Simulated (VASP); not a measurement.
# MoH5 (P6/mmm) in VASP: a series of runs, part 2 of 2

VASP 6.6.1. The steps go on from the part before.

## 3. Single point, PBE

This run uses another cell than the first one, of 10.24 Å³/atom, 2.146 times its volume.

INCAR reads:

```
SYSTEM = MoH5
PREC = Accurate
ENCUT = 520
EDIFF = 1E-7
ISMEAR = 0
SIGMA = 0.1
LREAL = .FALSE.
LASPH = .TRUE.
NELM = 60
ALGO = Normal
ISIF = 2
LWAVE = .FALSE.
LCHARG = .TRUE.
GGA = PE
LELF = .TRUE.
LVHAR = .TRUE.
NBANDS = 18
```

KPOINTS reads:

```
Automatic mesh
0
G
  6 6 6
  0 0 0
```

POSCAR reads:

```
MoH5
1.0
    4.4283045800      0.0000000000      0.0000000000
   -2.2141522900      3.8350242600      0.0000000000
    0.0000000000      0.0000000000      3.6163567400
H Mo
5 1
Direct
    0.3333333300      0.6666666700      0.0000000000
    0.6666666700      0.3333333300      0.0000000000
    0.5000000000      0.0000000000      0.5000000000
    0.5000000000      0.5000000000      0.5000000000
    0.0000000000      0.5000000000      0.5000000000
    0.0000000000      0.0000000000      0.0000000000
```

Potentials or basis: VASP PAW PBE potentials, release 64 (H, Mo_sv).

The run is started by

```
> cat potpaw_PBE.64/H/POTCAR potpaw_PBE.64/Mo_sv/POTCAR > POTCAR
> mpirun -np 1 vasp_std > vasp.out
```

Wall time 21 s (1 thread of Intel Xeon Platinum 8488C (Sapphire Rapids), shared host); peak memory 0.19 GiB.

It converged, with:

```
Free energy : -17.7963 eV
Pressure    : -31.6 GPa
```

Stress tensor (GPa, compression positive):
```
-33.59   0.00   0.00
  0.00 -33.59   0.00
  0.00   0.00 -27.49
```

Levels at points of the mesh, in eV from the Fermi level:
```
           k point  band 8  band 9  band 10  band 11  band 12  band 13
(0.00, 0.00, 0.00)   -1.69   -0.44     0.26     0.26     2.23     2.24
(0.50, 0.00, 0.00)   -0.43   -0.07    -0.04     0.12     0.20     1.49
(0.00, 0.00, 0.50)   -0.63   -0.60    -0.60     0.13     0.89     0.89
(0.50, 0.00, 0.50)   -2.30   -1.54     0.05     0.38     1.36     2.04
```

## 4. Single point, PBE

INCAR reads:

```
SYSTEM = MoH5
PREC = Accurate ; ENCUT = 520
EDIFF = 1E-7 ; ISMEAR = 0
SIGMA = 0.1 ; LREAL = .False.
LASPH = .True. ; NELM = 80
ALGO = Normal ; ISIF = 2
LWAVE = .False. ; LCHARG = .False.
GGA = PE ; NBANDS = 18
```

KPOINTS reads:

```
Automatic mesh
0
Gamma
  12 12 12
  0 0 0
```

POSCAR reads:

```
MoH5
1.0
    3.3255382430      0.0000000000      0.0000000000
   -1.6627691215      2.8800005997      0.0000000000
    0.0000000000      0.0000000000      2.9897197565
H Mo
5 1
Direct
    0.3333333333      0.6666666667      0.0000000000
    0.6666666667      0.3333333333      0.0000000000
    0.5000000000      0.0000000000      0.5000000000
    0.5000000000      0.5000000000      0.5000000000
    0.0000000000      0.5000000000      0.5000000000
    0.0000000000      0.0000000000      0.0000000000
```

The run is started by

```
> cat potpaw_PBE.64/H/POTCAR potpaw_PBE.64/Mo_sv/POTCAR > POTCAR
> mpirun -np 1 vasp_std > vasp.out
```

Run time: 38 s. Hardware: 1 thread of Intel Xeon Platinum 8488C (Sapphire Rapids), shared host; peak memory 0.19 GiB.

Results (log left out):

| Item | Value |
| --- | --- |
| Free energy | -24.0560 eV |
| Pressure | 0.0 GPa |

Levels at points of the mesh, in eV from the Fermi level:
| k point | band 6 | band 7 | band 8 | band 9 | band 10 | band 11 | band 12 | band 13 |
| --- | --- | --- | --- | --- | --- | --- | --- | --- |
| (0.00, 0.00, 0.00) | -5.92 | -4.00 | -4.00 | -1.37 | 0.78 | 0.78 | 4.75 | 5.58 |
| (0.50, 0.00, 0.00) | -10.10 | -4.40 | -1.10 | -0.47 | 0.30 | 0.41 | 0.92 | 1.12 |
| (0.00, 0.00, 0.50) | -9.98 | -2.25 | -2.25 | -1.49 | -1.49 | -0.29 | 1.81 | 1.81 |
| (0.50, 0.00, 0.50) | -7.63 | -5.87 | -4.96 | -3.63 | 0.56 | 1.53 | 4.07 | 5.83 |

## 5. Relaxation of cell and atoms, PBE

This run uses another cell than the first one, of 10.24 Å³/atom, 2.146 times its volume.

INCAR reads:

```
SYSTEM = MoH5
PREC = Accurate
ENCUT = 600
EDIFF = 1E-6
ISMEAR = 0
SIGMA = 0.1
LREAL = .False.
LASPH = .True.
NELM = 100
ALGO = Normal
ISIF = 3
LWAVE = .False.
LCHARG = .False.
GGA = PE
IBRION = 2
NSW = 90
EDIFFG = -0.04
```

KPOINTS reads:

```
Automatic mesh
0
Gamma
  6 6 6
  0 0 0
```

POSCAR reads:

```
MoH5
1.0
    4.4283045800      0.0000000000      0.0000000000
   -2.2141522900      3.8350242600      0.0000000000
    0.0000000000      0.0000000000      3.6163567400
H Mo
5 1
Direct
    0.3333333300      0.6666666700      0.0000000000
    0.6666666700      0.3333333300      0.0000000000
    0.5000000000      0.0000000000      0.5000000000
    0.5000000000      0.5000000000      0.5000000000
    0.0000000000      0.5000000000      0.5000000000
    0.0000000000      0.0000000000      0.0000000000
```

The run is started by

```
> cat potpaw_PBE.64/H/POTCAR potpaw_PBE.64/Mo_sv/POTCAR > POTCAR
> mpirun -np 1 vasp_std > vasp.out
```

Wall time 2.6 min (1 thread of Intel Xeon Platinum 8488C (Sapphire Rapids), shared host); peak memory 0.23 GiB.

The run converged. Its results:

```yaml
Free_energy: -24.0883 eV
Relaxed_volume: 4.78 Å³/atom
Relaxed_cell: a = 3.324 Å, b = 3.324 Å, c = 2.999 Å, α = 90.00°, β = 90.00°, γ = 120.00°
Space_group_after_relaxing_to_0.05_Å: P6/mmm (No. 191)
Energy_gained_by_relaxing: 1048.7 meV/atom
Ionic_steps: 10
Pressure_after_relaxing: -0.3 GPa
```

Stress tensor (GPa, compression positive):
```
-0.03  0.00  0.00
 0.00 -0.03  0.00
 0.00  0.00 -0.71
```

Step by step:
```tsv
step	energy change (eV)	largest force (eV/Å)	pressure (GPa)	volume (Å³)
1	0.0000	0.0000	-31.47	61.42
2	-3.4886	0.0000	-35.55	45.21
3	7.8649	0.0000	553.48	14.01
4	-5.0304	0.0000	-31.54	38.10
5	-5.3829	0.0000	62.75	23.10
6	-6.1756	0.0000	-11.78	30.62
7	-6.2640	0.0000	2.41	28.21
8	-6.2639	0.0000	-1.07	28.72
9	-6.2863	0.0000	-0.83	28.72
10	-6.2921	0.0000	-0.26	28.70
```

Final structure:
```
CELL_PARAMETERS angstrom
3.32400 0.00000 0.00000
-1.66200 2.87867 0.00000
0.00000 0.00000 2.99946
ATOMIC_POSITIONS crystal
H 0.33333 0.66667 0.00000
H 0.66667 0.33333 0.00000
H 0.50000 0.00000 0.50000
H 0.50000 0.50000 0.50000
H 0.00000 0.50000 0.50000
Mo 0.00000 0.00000 0.00000
```

Levels at points of the mesh, in eV from the Fermi level:
```tsv
k point	band 6	band 7	band 8	band 9	band 10	band 11	band 12	band 13
(0.00, 0.00, 0.00)	-5.99	-4.01	-4.01	-1.38	0.72	0.72	4.67	5.51
(0.50, 0.00, 0.00)	-10.11	-4.45	-1.17	-0.50	0.28	0.35	0.82	1.09
(0.00, 0.00, 0.50)	-10.04	-2.28	-2.28	-1.51	-1.51	-0.32	1.77	1.77
(0.50, 0.00, 0.50)	-7.67	-5.90	-5.02	-3.65	0.54	1.47	4.01	5.77
```

Caveat: the volume moved by over 15 % at a fixed basis, so the end points are rough.

## 6. Relaxation of cell and atoms, PBE

INCAR reads:

```
ALGO = Normal ; EDIFF = 1E-6
EDIFFG = -0.01 ; ENCUT = 600
GGA = PE ; IBRION = 2
ISIF = 3 ; ISMEAR = 0
LASPH = True ; LCHARG = False
LREAL = False ; LWAVE = False
NELM = 80 ; NSW = 100
PREC = Accurate ; SIGMA = 0.1
```

KPOINTS reads:

```
k-points
0
Gamma
  12 12 12
```

POSCAR reads:

```
MoH5
1.0
    3.3245220514      0.0000000000      0.0000000000
   -1.6622610257      2.8791205519      0.0000000000
    0.0000000000      0.0000000000      2.9902617272
H Mo
5 1
Direct
    0.3333333333      0.6666666667      0.0000000000
    0.6666666667      0.3333333333      0.0000000000
    0.5000000000      0.0000000000      0.5000000000
    0.5000000000      0.5000000000      0.5000000000
    0.0000000000      0.5000000000      0.5000000000
    0.0000000000      0.0000000000      0.0000000000
```

Potentials or basis: VASP PAW PBE potentials, release 64 (H, Mo_sv).

The run is started by

```
> cat potpaw_PBE.64/H/POTCAR potpaw_PBE.64/Mo_sv/POTCAR > POTCAR
> mpirun -np 1 vasp_std > vasp.out
```

It took 39 s on 1 thread of Intel Xeon Platinum 8375C at 2.90GHz (Ice Lake), shared host; peak memory 0.19 GiB.

It converged, with:

| Quantity | Value |
| --- | --- |
| Free energy | -24.0578 eV |
| Pressure after relaxing | 0.2 GPa |

Stress tensor (GPa, compression positive):
```
0.25 0.00 0.00
0.00 0.25 0.00
0.00 0.00 0.08
```

Final structure:
```yaml
crystal:
  lattice:
    - [3.32452, 0.00000, 0.00000]
    - [-1.66226, 2.87912, 0.00000]
    - [0.00000, 0.00000, 2.99026]
  atoms:
    - { symbol: H, position: [0.33333, 0.66667, 0.00000] }
    - { symbol: H, position: [0.66667, 0.33333, 0.00000] }
    - { symbol: H, position: [0.50000, 0.00000, 0.50000] }
    - { symbol: H, position: [0.50000, 0.50000, 0.50000] }
    - { symbol: H, position: [0.00000, 0.50000, 0.50000] }
    - { symbol: Mo, position: [0.00000, 0.00000, 0.00000] }
```

Levels at points of the mesh, in eV from the Fermi level:
```tsv
k point	band 6	band 7	band 8	band 9	band 10	band 11	band 12	band 13
(0.00, 0.00, 0.00)	-5.92	-4.00	-4.00	-1.37	0.78	0.78	4.75	5.58
(0.50, 0.00, 0.00)	-10.10	-4.41	-1.10	-0.47	0.30	0.41	0.91	1.12
(0.00, 0.00, 0.50)	-9.98	-2.26	-2.26	-1.48	-1.48	-0.29	1.82	1.82
(0.50, 0.00, 0.50)	-7.64	-5.87	-4.96	-3.63	0.56	1.53	4.07	5.83
```

Caveat: the relaxation stopped at its first step, so nothing moved.

## 7. Summary

| task | cell | k mesh | cutoff (eV) | gap on the mesh (eV) | pressure (GPa) |
| --- | --- | --- | --- | --- | --- |
| single point | a = 3.325, b = 3.325, c = 2.990 Å, angles 90.0, 90.0, 120.0°, 6 atoms | 6 × 6 × 6 | 520 | none | -0.2 |
| single point | a = 4.428, b = 4.428, c = 3.616 Å, angles 90.0, 90.0, 120.0°, 6 atoms | 6 × 6 × 6 | 520 | none | -31.6 |
| single point | a = 3.326, b = 3.326, c = 2.990 Å, angles 90.0, 90.0, 120.0°, 6 atoms | 12 × 12 × 12 | 520 | none | 0.0 |
| relaxation of cell and atoms | relaxed from a = 4.428, b = 4.428, c = 3.616 Å, angles 90.0, 90.0, 120.0°, 6 atoms | 6 × 6 × 6 | 600 | none | -0.3 |
| relaxation of cell and atoms | relaxed from a = 3.325, b = 3.325, c = 2.990 Å, angles 90.0, 90.0, 120.0°, 6 atoms | 12 × 12 × 12 | 600 | none | 0.2 |

Alike in all rows: level PBE; potentials or basis VASP PAW PBE potentials, release 64 (H, Mo_sv); no spin polarisation; smearing gaussian 0.1 eV.

Caveats: some runs use coarse meshes; the volume moved by over 15 % at a fixed basis, so the end points are rough (some runs); the relaxation stopped at its first step, so nothing moved (some runs).

Absolute energies hang on the potentials; compare differences alone.
